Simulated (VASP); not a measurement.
NaLiCl2:

```
CELL_PARAMETERS angstrom
1.89160 1.09211 6.24764
-1.89160 1.09211 6.24764
0.00000 -2.18423 6.24764
ATOMIC_POSITIONS crystal
Li 0.00000 0.00000 0.00000
Na 0.50000 0.50000 0.50000
Cl 0.25669 0.25669 0.25669
Cl 0.74331 0.74331 0.74331
```

Base run:

- Program: VASP 6.6.1
- Functional: r2SCAN
- Potentials or basis: VASP PAW PBE potentials, release 64 (Li_sv, Na_pv, Cl)
- Cutoff: 520 eV
- k mesh: 8 × 8 × 8
- Occupations: fermi-dirac, width 0.02 eV
- Spin: no spin polarisation

Its results: band gap on the k mesh 6.47 eV; largest force 0.010 eV/Å.

**Question.** The run is repeated on the same cell with these changes: functional from r2SCAN to PBE; further incar settings from ALGO = Normal; EDIFF = 1e-07; NBANDS = 20 to ALGO = Normal; EDIFF = 1e-06; NBANDS = 20. What comes out?

**Answer.** Band gap on the k mesh 5.60 eV; largest force 0.068 eV/Å.

Caveats: the PAW data sets were made with another functional, which shifts forces and pressure a little (at least some runs).

A k mesh can miss the band edges.
